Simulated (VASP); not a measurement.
# YSe2 (Fm-3m) in VASP: settings compared, part 2 of 2

VASP 6.6.1. Earlier steps stand in the parts before.

**3. Single point, LDA**

Contents of INCAR:

```
PREC = Accurate
ENCUT = 520
EDIFF = 1E-6
ISMEAR = 0
SIGMA = 0.05
LREAL = False
LASPH = True
NELM = 80
ALGO = Normal
ISIF = 2
LWAVE = False
LCHARG = False
GGA = CA
NBANDS = 18
```

Contents of KPOINTS:

```
regular mesh
0
Gamma
  8 8 8
```

Contents of POSCAR:

```
YSe2
1.0
    0.0000000000      3.4294106005      3.4294106005
    3.4294106005      0.0000000000      3.4294106005
    3.4294106005      3.4294106005      0.0000000000
Y Se
1 2
Direct
    0.0000000000      0.0000000000      0.0000000000
    0.2500000000      0.2500000000      0.2500000000
    0.7500000000      0.7500000000      0.7500000000
```

Potentials or basis: VASP PAW LDA potentials, release 64 (Y_sv, Se).

Started as:

```console
$ cat potpaw_LDA.64/Y_sv/POTCAR potpaw_LDA.64/Se/POTCAR > POTCAR
$ mpirun -np 1 vasp_std > vasp.out
```

OUTCAR:

```text
PREC = Accurate
   ENCUT = 520
   EDIFF = 1E-6
   ISMEAR = 0
   LREAL = False
   LASPH = True
   NELM = 80
   ISIF = 2
   GGA = CA

 ion  position               nearest neighbor table
   1  0.000  0.000  0.000-   3 2.97   3 2.97   3 2.97   2 2.97   3 2.97   2 2.97   2 2.97   2 2.97

   2  0.250  0.250  0.250-   1 2.97   1 2.97   1 2.97   1 2.97
   3  0.750  0.750  0.750-   1 2.97   1 2.97   1 2.97   1 2.97

  LATTYP: Found a face centered cubic cell.
 ALAT       =     6.8588212010

  Lattice vectors:

 A1 = (   0.0000000000,   3.4294106005,   3.4294106005)
 A2 = (   3.4294106005,   0.0000000000,   3.4294106005)
 A3 = (   3.4294106005,   3.4294106005,   0.0000000000)

Analysis of symmetry for initial positions (statically):
=====================================================================
 Subroutine PRICEL returns:
 Original cell was already a primitive cell.

 Routine SETGRP: Setting up the symmetry group for a
 face centered cubic supercell.

 Subroutine GETGRP returns: Found 48 space group operations
 (whereof 48 operations were pure point group operations)
 out of a pool of 48 trial point group operations.

The static configuration has the point symmetry O_h .

Analysis of symmetry for dynamics (positions and initial velocities):
=====================================================================
 Subroutine PRICEL returns:
 Original cell was already a primitive cell.

 Routine SETGRP: Setting up the symmetry group for a
 face centered cubic supercell.

 Subroutine GETGRP returns: Found 48 space group operations
 (whereof 48 operations were pure point group operations)
 out of a pool of 48 trial point group operations.

The dynamic configuration has the point symmetry O_h .

 Subroutine INISYM returns: Found 48 space group operations
 (whereof 48 operations are pure point group operations),
 and found     1 'primitive' translations

----------------------------------------------------------------------------------------

                                     Primitive cell

  volume of cell :      80.6656

  direct lattice vectors                    reciprocal lattice vectors
     0.000000000  3.429410600  3.429410600    -0.145797648  0.145797648  0.145797648
     3.429410600  0.000000000  3.429410600     0.145797648 -0.145797648  0.145797648
     3.429410600  3.429410600  0.000000000     0.145797648  0.145797648 -0.145797648

  length of vectors
     4.849918982  4.849918982  4.849918982     0.252528934  0.252528934  0.252528934

  position of ions in fractional coordinates (direct lattice)
     0.000000000  0.000000000  0.000000000
     0.250000000  0.250000000  0.250000000
     0.750000000  0.750000000  0.750000000

  ion indices of the primitive-cell ions
   primitive index   ion index
                 1           1
                 2           2
                 3           3

----------------------------------------------------------------------------------------

 KPOINTS: regular mesh

Automatic generation of k-mesh.
 Grid dimensions read from file:
 generate k-points for:    8    8    8

 Generating k-lattice:

  Cartesian coordinates                     Fractional coordinates (reciprocal lattice)
    -0.018224706  0.018224706  0.018224706     0.125000000  0.000000000  0.000000000
     0.018224706 -0.018224706  0.018224706     0.000000000  0.125000000  0.000000000
     0.018224706  0.018224706 -0.018224706     0.000000000  0.000000000  0.125000000

  Length of vectors
     0.031566117  0.031566117  0.031566117

  Shift w.r.t. Gamma in fractional coordinates (k-lattice)
     0.000000000  0.000000000  0.000000000

 Subroutine IBZKPT returns following result:
 ===========================================

 Found     29 irreducible k-points:

 Following reciprocal coordinates:
            Coordinates               Weight
  0.000000  0.000000  0.000000      1.000000
  0.125000  0.000000  0.000000      8.000000
  0.250000  0.000000  0.000000      8.000000
  0.375000  0.000000  0.000000      8.000000
  0.500000  0.000000  0.000000      4.000000
  0.125000  0.125000  0.000000      6.000000
[... 16 lines left out ...]
  0.500000  0.250000  0.125000     48.000000
 -0.375000  0.250000  0.125000     24.000000
 [... further k-points ...]
   k-points           NKPTS =     29   k-points in BZ     NKDIM =     29   number of bands    NBANDS=     18
   number of dos      NEDOS =    301   number of ions     NIONS =      3
   total plane-waves  NPLWV =  46656
   dimension x,y,z NGX =    36 NGY =   36 NGZ =   36
   dimension x,y,z NGXF=    72 NGYF=   72 NGZF=   72
   ions per type =               1   2
   NGX,Y,Z   is equivalent  to a cutoff of  12.34, 12.34, 12.34 a.u.
   NGXF,Y,Z  is equivalent  to a cutoff of  24.68, 24.68, 24.68 a.u.
 SYSTEM =  unknown system
   PREC   = accura    normal or accurate (medium, high low for compatibility)
   ISTART =      0    job   : 0-new  1-cont  2-samecut
   ICHARG =      2    charge: 1-file 2-atom 10-const
   ISPIN  =      1    spin polarized calculation?
   LNONCOLLINEAR =      F non collinear calculations
   LSORBIT =      F    spin-orbit coupling
   LASPH  =      T    aspherical Exc in radial PAW
   ENCUT  =  520.0 eV  38.22 Ry    6.18 a.u.   9.02  9.02  9.02*2*pi/ulx,y,z
   NELM   =     80;   NELMIN=  2; NELMDL= -5     # of ELM steps
   EDIFF  = 0.1E-05   stopping-criterion for ELM
   LREAL  =      F    real-space projection
   EDIFFG = 0.1E-04   stopping-criterion for IOM
   NSW    =      0    number of steps for IOM
   IBRION =     -1    ionic relax: 0-MD 1-quasi-New 2-CG
   NFREE  =      0    steps in history (QN), initial steepest desc. (CG)
   ISIF   =      2    stress and relaxation
   ISYM   =      2    0-nonsym 1-usesym 2-fastsym
   POTIM  = 0.5000    time-step for ionic-motion
   TEBEG  =    0.0;   TEEND  =   0.0 temperature during run
   PSTRESS=    0.0 pullay stress
   NELECT =      23.0000    total number of electrons
   NUPDOWN=      -1.0000    fix difference up-down
   EMIN   =  10.00;   EMAX   =-10.00  energy-range for DOS
   EFERMI =   0.00;   METHOD = LEGACY
   ISMEAR =     0;   SIGMA  =   0.05  broadening in eV -4-tet -1-fermi 0-gaus
   EFERMI_NEDOS =   21; number of points for ismear=-14 and -15
   IALGO  =     38    algorithm
   IMIX   =      4    mixing-type and parameters
     AMIX     =   0.40;   BMIX     =  1.00
     AMIX_MAG =   1.60;   BMIX_MAG =  1.00
  volume/ion in A,a.u.               =      26.89       181.45
  Fermi-wavevector in a.u.,A,eV,Ry     =   1.077510  2.036199 15.796741  1.161028
  Thomas-Fermi vector in A             =   2.213424
   LORBIT       =      0    0 simple, 1 ext, 2 COOP (PROOUT), +10 PAW based schemes
   GGA     = CA    functional components
   LHFCALC =     F    Hartree Fock is set to
   AEXX    =    0.0000 exact exchange contribution
   IVDW    =     0    specifies the selected vdW correction
   LEPSILON=     F    determine dielectric tensor
   LRPA    =     F    only Hartree local field effects (RPA)
 non-spin polarized calculation
 Gauss-broadening in eV      SIGMA  =   0.05
  energy-cutoff  :      520.00
  volume of cell :       80.67
 maximum number of plane-waves:      2200
   NGX = 17   NGY = 17   NGZ = 17

 number of electron      22.9999997 magnetization

 Free energy of the ion-electron system (eV)
  ---------------------------------------------------
  ext. energy  EPLUGINS =         0.00000000
  ---------------------------------------------------
  free energy    TOTEN  =       -19.30701141 eV

  energy without entropy =      -19.30642469  energy(sigma->0) =      -19.30671805

 E-fermi :   2.5931     XC(G=0):  -9.5903

 val. band max:        2.5022836053   @ k =  -0.2500   0.1250   0.0000
 cond. band min:       2.6165527106   @ k =   0.3750   0.3750   0.0000
 fundamental gap:      0.1142691053
 Fermi energy:         2.5931356252

 k-point     1 :       0.0000    0.0000    0.0000
  band No.  band energies     occupation
      1     -39.4391      2.00000
      2     -19.5369      2.00000
      3     -19.5369      2.00000
      4     -19.5369      2.00000
      5     -10.3191      2.00000
      6      -8.2036      2.00000
[... 10 lines left out ...]
     17       8.4023      0.00000
     18       8.4023      0.00000
[... 463 lines left out ...]
 k-point    24 :      -0.3750    0.2500    0.1250
  band No.  band energies     occupation
      1     -39.4373      2.00000
      2     -19.5883      2.00000
      3     -19.5608      2.00000
      4     -19.5475      2.00000
      5      -9.2808      2.00000
      6      -9.1347      2.00000
[... 10 lines left out ...]
     17       7.9980      0.00000
     18       9.6854      0.00000

 [... further k-points ...]
[... 5 lines left out ...]
  --------------------------------------------------------------------------------------
  -------------------------------------------------------------------------------------
  Total       -2.1919277     -2.1919277     -2.1919277      0.0000000      0.0000000      0.0000000
  in kB      -43.5359829    -43.5359829    -43.5359829      0.0000000      0.0000000      0.0000000
  external PRESSURE =     -43.5359829 kB  Pullay stress =       0.0000000 kB

 VOLUME and BASIS-vectors are now :
 -----------------------------------------------------------------------------
  energy-cutoff  :      520.00
  volume of cell :       80.67
      direct lattice vectors                 reciprocal lattice vectors
     0.000000000  3.429410600  3.429410600    -0.145797648  0.145797648  0.145797648
     3.429410600  0.000000000  3.429410600     0.145797648 -0.145797648  0.145797648
     3.429410600  3.429410600  0.000000000     0.145797648  0.145797648 -0.145797648

 POSITION                                       TOTAL-FORCE (eV/Angst)
 -----------------------------------------------------------------------------------
      0.00000      0.00000      0.00000         0.000000     -0.000000      0.000000
      1.71471      1.71471      1.71471        -0.000000     -0.000000     -0.000000
      5.14412      5.14412      5.14412         0.000000      0.000000      0.000000
 -----------------------------------------------------------------------------------
    total drift:                               -0.000000      0.000000      0.000000

  FREE ENERGIE OF THE ION-ELECTRON SYSTEM (eV)
  ---------------------------------------------------
  free  energy   TOTEN  =       -19.3070114106 eV

  energy  without entropy=      -19.3064246923  energy(sigma->0) =      -19.30671805
```

OSZICAR:

```text
N       E                     dE             d eps       ncg     rms          rms(c)
DAV:   1     0.100965655765E+03    0.10097E+03   -0.10667E+04  1044   0.113E+03
DAV:   2    -0.137693997805E+02   -0.11474E+03   -0.11252E+03  1366   0.224E+02
DAV:   3    -0.200652181586E+02   -0.62958E+01   -0.62142E+01  1372   0.443E+01
DAV:   4    -0.203311207025E+02   -0.26590E+00   -0.26559E+00  1684   0.775E+00
DAV:   5    -0.203342333479E+02   -0.31126E-02   -0.31117E-02  1348   0.894E-01    0.239E+01
DAV:   6    -0.194038924608E+02    0.93034E+00   -0.17286E+00  1294   0.632E+00    0.186E+01
DAV:   7    -0.193388924643E+02    0.65000E-01   -0.93628E-01  1570   0.451E+00    0.664E+00
DAV:   8    -0.193175506045E+02    0.21342E-01   -0.40705E-01  1240   0.303E+00    0.122E+00
DAV:   9    -0.193073461212E+02    0.10204E-01   -0.64666E-02  1196   0.123E+00    0.215E-01
DAV:  10    -0.193069927175E+02    0.35340E-03   -0.23504E-03  1264   0.291E-01    0.278E-01
DAV:  11    -0.193070084951E+02   -0.15778E-04   -0.27247E-04  1472   0.102E-01    0.579E-02
DAV:  12    -0.193070107136E+02   -0.22185E-05   -0.11240E-05  1324   0.238E-02    0.112E-02
DAV:  13    -0.193070114106E+02   -0.69700E-06   -0.51130E-06  1338   0.111E-02
   1 F= -.19307011E+02 E0= -.19306718E+02  d E =-.586718E-03
```

Wall time 15 s (1 thread of Intel Xeon 6975P-C (Granite Rapids), shared host); peak memory 0.2 GiB.

Results:

```yaml
Free_energy: -19.3070 eV
Pressure: -4.4 GPa
Band_gap_on_the_k_mesh: zero (an odd number of electrons rules out a gap without spin polarisation)
```

Caveat: the cell stands under tension.
